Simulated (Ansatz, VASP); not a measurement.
## One calculation of RbBr, two programs

Contents of INCAR:

```
SYSTEM = RbBr
PREC = Accurate
ENCUT = 520
EDIFF = 1E-6
ISMEAR = 0
SIGMA = 0.05
LREAL = .FALSE.
LASPH = .TRUE.
NELM = 80
ALGO = Normal
ISIF = 2
LWAVE = .FALSE.
LCHARG = .FALSE.
GGA = PS
NBANDS = 15
```

Contents of KPOINTS:

```
Automatic mesh
0
G
  6 6 6
  0 0 0
```

POSCAR

```
RbBr
1.0
    0.0000000000      3.3722080732      3.5408184768
    3.3722080732      0.0000000000      3.5408184768
    3.3722080732      3.3722080732      0.0000000000
Rb Br
1 1
Direct
    0.0000000000      0.0000000000      0.0000000000
    0.5000000000      0.5000000000      0.5000000000
```

Input for Ansatz:

```yaml
crystal:
  lattice:
    - [0.0, 3.3722080732, 3.5408184768]
    - [3.3722080732, 0.0, 3.5408184768]
    - [3.3722080732, 3.3722080732, 0.0]
  atoms:
    - { symbol: Rb, position: [0.0, 0.0, 0.0] }
    - { symbol: Br, position: [0.5, 0.5, 0.5] }
basis:
  ecutwfc: 420
kpoints:
  mp_grid: { grid: [6, 6, 6] }
hamiltonian:
  xc: pbesol
scf:
  occupations: { method: gaussian, width: 0.05 }
output:
  forces: true
  stress: true
  eigenvalues: true
```

Alike in both runs: task single point; functional PBEsol; k mesh 6 × 6 × 6; occupations gaussian, width 0.05 eV; no spin polarisation.

|  | VASP | Ansatz |
| --- | --- | --- |
| version | VASP 6.6.1 | Ansatz 0.2.0 |
| potentials or method | VASP PAW PBE potentials, release 64 (Rb_sv, Br), cutoff 520 eV | scalar-relativistic, plane waves, PAW |
| valence electrons in the cell | 16 | 16 |

VASP gave:

| Item | Value |
| --- | --- |
| gap on the k mesh at the Fermi level (eV) | 4.19 |
| least direct gap on the mesh (eV) | 4.19 |
| pressure (GPa) | 0.1 |
| traceless stress, the component that is largest in VASP (GPa) | -0.85 |

Q: Estimate Ansatz's values.

A: gap on the k mesh at the Fermi level (eV): 4.19; least direct gap on the mesh (eV): 4.19; pressure (GPa): 0.0; traceless stress, the component that is largest in VASP (GPa): -0.84.

VASP's potentials were made for PBE, not for PBEsol.
